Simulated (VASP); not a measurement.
# SnO (P4/nmm) in VASP: relaxation of shape and atoms at fixed volume with r2SCAN

Aim: the relaxation of shape and atoms at fixed volume of SnO with r2SCAN.

All numbers are computed with VASP 6.6.1; they aren't measurements. Logs are shortened: lines on timing, memory, paths and dates and some standing lists are left out, and cuts for length are marked.

## 1. The cell of the first run

The structure is tetragonal, space group P4/nmm (No. 129). The conventional cell has a = 3.758 Å, b = 3.758 Å, c = 4.761 Å, α = 90.00°, β = 90.00°, γ = 90.00°. Within 2.9 Å of Sn (site symmetry 4mm) lie 4 O at 2.19 Å. Within 2.9 Å of O (site symmetry -4m2) lie 4 Sn at 2.19 Å and 4 O at 2.66 Å.

## 2. Relaxation of shape and atoms at fixed volume, r2SCAN (16.81 Å³/atom)

The input, POSCAR:

```
SnO
1.0
    3.7580211497      0.0000000000      0.0000000000
    0.0000000000      3.7580211497      0.0000000000
    0.0000000000      0.0000000000      4.7608836881
Sn O
2 2
Direct
    0.5000000000      0.0000000000      0.2381461456
    0.0000000000      0.5000000000      0.7618538544
    0.0000000000      0.0000000000      0.0000000000
    0.5000000000      0.5000000000      0.0000000000
```

The input, INCAR.step1:

```
SYSTEM = SnO
PREC = Accurate ; ENCUT = 600
ISMEAR = 0 ; SIGMA = 0.01
LREAL = .FALSE. ; LASPH = .TRUE.
NELM = 100 ; GGA = PE
ALGO = Normal ; EDIFF = 1E-4
LWAVE = .TRUE. ; LCHARG = .FALSE.
```

The input, INCAR.step2:

```
SYSTEM = SnO
PREC = Accurate ; ENCUT = 600
EDIFF = 1E-7 ; ISMEAR = 0
SIGMA = 0.01 ; LREAL = .FALSE.
LASPH = .TRUE. ; NELM = 100
ALGO = Normal ; ISIF = 4
LWAVE = .FALSE. ; LCHARG = .FALSE.
METAGGA = R2SCAN ; LMIXTAU = .TRUE.
IBRION = 2 ; NSW = 50
EDIFFG = -0.01 ; ISTART = 1
```

The input, KPOINTS:

```
regular mesh
0
G
  10 10 8
  0 0 0
```

Potentials or basis: VASP PAW PBE potentials, release 64 (Sn_d, O).

Launch:

```
$ cat potpaw_PBE.64/Sn_d/POTCAR potpaw_PBE.64/O/POTCAR > POTCAR
$ cp INCAR.step1 INCAR
$ mpirun -np 1 vasp_std > vasp.out
$ cp INCAR.step2 INCAR
$ mpirun -np 1 vasp_std > vasp.out
```

OUTCAR:

```text
SYSTEM = SnO
   PREC = Accurate
   ENCUT = 600
   EDIFF = 1E-7
   ISMEAR = 0
   LREAL = .FALSE.
   LASPH = .TRUE.
   NELM = 100
   ISIF = 4
   METAGGA = R2SCAN
   IBRION = 2
   NSW = 50
   EDIFFG = -0.01
   ISTART = 1

 ion  position               nearest neighbor table
   1  0.500  0.000  0.238-   3 2.19   4 2.19   4 2.19   3 2.19   2 3.49   2 3.49   2 3.49   2 3.49
                             2 3.64   2 3.64   2 3.64   2 3.64
   2  0.000  0.500  0.762-   3 2.19   4 2.19   3 2.19   4 2.19   1 3.49   1 3.49   1 3.49   1 3.49
                             1 3.64   1 3.64   1 3.64   1 3.64
   3  0.000  0.000  0.000-   1 2.19   2 2.19   2 2.19   1 2.19
   4  0.500  0.500  0.000-   1 2.19   2 2.19   1 2.19   2 2.19

  LATTYP: Found a simple tetragonal cell.
 ALAT       =     3.7580211497
 C/A-ratio  =     1.2668592055

  Lattice vectors:

 A1 = (   3.7580211497,   0.0000000000,   0.0000000000)
 A2 = (   0.0000000000,   3.7580211497,   0.0000000000)
 A3 = (   0.0000000000,   0.0000000000,   4.7608836881)

Analysis of symmetry for initial positions (statically):
=====================================================================
 Subroutine PRICEL returns:
 Original cell was already a primitive cell.

 Routine SETGRP: Setting up the symmetry group for a
 simple tetragonal supercell.

 Subroutine GETGRP returns: Found 16 space group operations
 (whereof  8 operations were pure point group operations)
 out of a pool of 16 trial point group operations.

The static configuration has the point symmetry D_2d.
 The point group associated with its full space group is D_4h.

Analysis of symmetry for dynamics (positions and initial velocities):
=====================================================================
 Subroutine PRICEL returns:
 Original cell was already a primitive cell.

 Routine SETGRP: Setting up the symmetry group for a
 simple tetragonal supercell.

 Subroutine GETGRP returns: Found 16 space group operations
 (whereof  8 operations were pure point group operations)
 out of a pool of 16 trial point group operations.

The dynamic configuration has the point symmetry D_2d.
 The point group associated with its full space group is D_4h.

 Subroutine INISYM returns: Found 16 space group operations
 (whereof  8 operations are pure point group operations),
 and found     1 'primitive' translations

----------------------------------------------------------------------------------------

                                     Primitive cell

  volume of cell :      67.2366

  direct lattice vectors                    reciprocal lattice vectors
     3.758021150  0.000000000  0.000000000     0.266097491  0.000000000  0.000000000
     0.000000000  3.758021150  0.000000000     0.000000000  0.266097491  0.000000000
     0.000000000  0.000000000  4.760883688     0.000000000  0.000000000  0.210045039

  length of vectors
     3.758021150  3.758021150  4.760883688     0.266097491  0.266097491  0.210045039

  position of ions in fractional coordinates (direct lattice)
     0.500000000  0.000000000  0.238146146
     0.000000000  0.500000000  0.761853854
     0.000000000  0.000000000  0.000000000
     0.500000000  0.500000000  0.000000000

  ion indices of the primitive-cell ions
   primitive index   ion index
                 1           1
                 2           2
                 3           3
                 4           4

----------------------------------------------------------------------------------------

 KPOINTS: regular mesh

Automatic generation of k-mesh.
 Grid dimensions read from file:
 generate k-points for:   10   10    8

 Generating k-lattice:

  Cartesian coordinates                     Fractional coordinates (reciprocal lattice)
     0.026609749  0.000000000  0.000000000     0.100000000  0.000000000  0.000000000
     0.000000000  0.026609749  0.000000000     0.000000000  0.100000000  0.000000000
     0.000000000  0.000000000  0.026255630     0.000000000  0.000000000  0.125000000

  Length of vectors
     0.026609749  0.026609749  0.026255630

  Shift w.r.t. Gamma in fractional coordinates (k-lattice)
     0.000000000  0.000000000  0.000000000

 Subroutine IBZKPT returns following result:
 ===========================================

 Found    105 irreducible k-points:

 Following reciprocal coordinates:
            Coordinates               Weight
  0.000000  0.000000  0.000000      1.000000
  0.100000  0.000000  0.000000      4.000000
  0.200000  0.000000  0.000000      4.000000
  0.300000  0.000000  0.000000      4.000000
  0.400000  0.000000  0.000000      4.000000
  0.500000  0.000000  0.000000      2.000000
[... 16 lines left out ...]
  0.100000  0.000000  0.125000      8.000000
  0.200000  0.000000  0.125000      8.000000
 [... further k-points ...]
   k-points           NKPTS =    105   k-points in BZ     NKDIM =    105   number of bands    NBANDS=     24
   number of dos      NEDOS =    301   number of ions     NIONS =      4
   total plane-waves  NPLWV =  36000
   dimension x,y,z NGX =    30 NGY =   30 NGZ =   40
   dimension x,y,z NGXF=    60 NGYF=   60 NGZF=   80
   ions per type =               2   2
   NGX,Y,Z   is equivalent  to a cutoff of  13.27, 13.27, 13.97 a.u.
   NGXF,Y,Z  is equivalent  to a cutoff of  26.54, 26.54, 27.94 a.u.
 SYSTEM =  SnO
   PREC   = accura    normal or accurate (medium, high low for compatibility)
   ISTART =      1    job   : 0-new  1-cont  2-samecut
   ICHARG =      0    charge: 1-file 2-atom 10-const
   ISPIN  =      1    spin polarized calculation?
   LNONCOLLINEAR =      F non collinear calculations
   LSORBIT =      F    spin-orbit coupling
   LASPH  =      T    aspherical Exc in radial PAW
   ENCUT  =  600.0 eV  44.10 Ry    6.64 a.u.   7.51  7.51  9.51*2*pi/ulx,y,z
   NELM   =    100;   NELMIN=  2; NELMDL=  0     # of ELM steps
   EDIFF  = 0.1E-06   stopping-criterion for ELM
   LREAL  =      F    real-space projection
   EDIFFG = -.1E-01   stopping-criterion for IOM
   NSW    =     50    number of steps for IOM
   IBRION =      2    ionic relax: 0-MD 1-quasi-New 2-CG
   NFREE  =      1    steps in history (QN), initial steepest desc. (CG)
   ISIF   =      4    stress and relaxation
   ISYM   =      2    0-nonsym 1-usesym 2-fastsym
   POTIM  = 0.5000    time-step for ionic-motion
   TEBEG  =    0.0;   TEEND  =   0.0 temperature during run
   PSTRESS=    0.0 pullay stress
   NELECT =      40.0000    total number of electrons
   NUPDOWN=      -1.0000    fix difference up-down
   EMIN   =  10.00;   EMAX   =-10.00  energy-range for DOS
   EFERMI =   0.00;   METHOD = LEGACY
   ISMEAR =     0;   SIGMA  =   0.01  broadening in eV -4-tet -1-fermi 0-gaus
   EFERMI_NEDOS =   21; number of points for ismear=-14 and -15
   IALGO  =     38    algorithm
   IMIX   =      4    mixing-type and parameters
     AMIX     =   0.40;   BMIX     =  1.00
     AMIX_MAG =   1.60;   BMIX_MAG =  1.00
  volume/ion in A,a.u.               =      16.81       113.43
  Fermi-wavevector in a.u.,A,eV,Ry     =   1.376870  2.601906 25.793517  1.895770
  Thomas-Fermi vector in A             =   2.502075
   LORBIT       =      0    0 simple, 1 ext, 2 COOP (PROOUT), +10 PAW based schemes
   METAGGA = R2SCAN    functional components
   LHFCALC =     F    Hartree Fock is set to
   AEXX    =    0.0000 exact exchange contribution
   IVDW    =     0    specifies the selected vdW correction
   LEPSILON=     F    determine dielectric tensor
   LRPA    =     F    only Hartree local field effects (RPA)
 conjugate gradient relaxation of ions
 non-spin polarized calculation
 Gauss-broadening in eV      SIGMA  =   0.01
  energy-cutoff  :      600.00
  volume of cell :       67.24
 maximum number of plane-waves:      2270
   NGX = 15   NGY = 15   NGZ = 19

--------------------------------------- Ionic step        1  -------------------------------------------

 number of electron      40.0000018 magnetization

 Free energy of the ion-electron system (eV)
  ---------------------------------------------------
  ext. energy  EPLUGINS =         0.00000000
  ---------------------------------------------------
  free energy    TOTEN  =       -66.85952638 eV

  energy without entropy =      -66.85950571  energy(sigma->0) =      -66.85951605

------------------------ aborting loop because EDIFF is reached ----------------------------------------

  FORCE on cell =-STRESS in cart. coord.  units (eV):
  Direction    XX          YY          ZZ          XY          YZ          ZX
  --------------------------------------------------------------------------------------
  -------------------------------------------------------------------------------------
  Total        2.2142225      2.2142225      1.7999975      0.0000000      0.0000000      0.0000000
  in kB       52.7625568     52.7625568     42.8920162      0.0000000      0.0000000      0.0000000
  external PRESSURE =      49.4723766 kB  Pullay stress =       0.0000000 kB
[... 137 lines left out ...]
  energy  without entropy=      -66.8835743919  energy(sigma->0) =      -66.88358563

--------------------------------------- Ionic step        5  -------------------------------------------

 number of electron      40.0000026 magnetization

 Free energy of the ion-electron system (eV)
  ---------------------------------------------------
  ext. energy  EPLUGINS =         0.00000000
  ---------------------------------------------------
  free energy    TOTEN  =       -66.88476111 eV

  energy without entropy =      -66.88473847  energy(sigma->0) =      -66.88474979

 E-fermi :   7.7061     XC(G=0): -11.1964

 val. band max:        7.7013110812   @ k =   0.1000   0.0000   0.0000
 cond. band min:       7.7259465868   @ k =   0.0000   0.0000   0.0000
 fundamental gap:      0.0246355056
 Fermi energy:         7.7060667351

 k-point     1 :       0.0000    0.0000    0.0000
  band No.  band energies     occupation
      1     -15.3804      2.00000
      2     -14.7930      2.00000
      3     -14.7930      2.00000
      4     -14.7927      2.00000
      5     -14.7380      2.00000
      6     -14.7205      2.00000
[... 637 lines left out ...]
     23      12.2010      0.00000
     24      13.4910      0.00000

 [... further k-points ...]
[... 5 lines left out ...]
  --------------------------------------------------------------------------------------
  -------------------------------------------------------------------------------------
  Total        0.8390164      0.8390164      0.8415372      0.0000000     -0.0000000      0.0000000
  in kB       19.9928633     19.9928633     20.0529317      0.0000000     -0.0000000      0.0000000
  external PRESSURE =      20.0128861 kB  Pullay stress =       0.0000000 kB
[... 19 lines left out ...]
  FREE ENERGIE OF THE ION-ELECTRON SYSTEM (eV)
  ---------------------------------------------------
  free  energy   TOTEN  =       -66.8847611079 eV

  energy  without entropy=      -66.8847384729  energy(sigma->0) =      -66.88474979

 reached required accuracy - stopping structural energy minimisation
```

It took 73 min on 1 thread of Oxide Virtual Turin-like, shared host; peak memory 0.3 GiB.

What came out:

* Free energy: -66.8848 eV
* Energy gained by relaxing: 6.3 meV/atom
* Ionic steps: 5
* Pressure after relaxing: 2.0 GPa
* Largest force after relaxing: 0.010 eV/Å
* Band gap on the k mesh: zero (bands 20 and 21 overlap by 0.12 eV)

Forces on the atoms (eV/Å):
```
Sn   0.000  0.000  0.010
Sn   0.000  0.000 -0.010
O    0.000  0.000  0.000
O    0.000  0.000  0.000
```

The path:
| step | energy change (eV) | largest force (eV/Å) | pressure (GPa) | volume (Å³) |
| --- | --- | --- | --- | --- |
| 1 | 0.0000 | 0.6305 | 4.95 | 67.24 |
| 2 | -0.0210 | 0.0002 | 2.63 | 67.24 |
| 3 | -0.0210 | 0.0377 | 2.50 | 67.24 |
| 4 | -0.0241 | 0.0140 | 2.26 | 67.24 |
| 5 | -0.0252 | 0.0098 | 2.00 | 67.24 |

Final structure:
```yaml
crystal:
  lattice:
    - [3.78835, 0.00000, 0.00000]
    - [0.00000, 3.78835, 0.00000]
    - [0.00000, 0.00000, 4.68495]
  atoms:
    - { symbol: Sn, position: [0.50000, 0.00000, 0.24545] }
    - { symbol: Sn, position: [0.00000, 0.50000, 0.75455] }
    - { symbol: O, position: [0.00000, 0.00000, 0.00000] }
    - { symbol: O, position: [0.50000, 0.50000, 0.00000] }
```

Caveat: semilocal functionals underestimate gaps, and a narrow one can read as zero; the PAW data sets were made with another functional, which shifts forces and pressure a little; spin-orbit coupling is left out, which moves the levels of the heavy elements.

The gap in the log of VASP goes by the Fermi energy; the results here count the filled bands.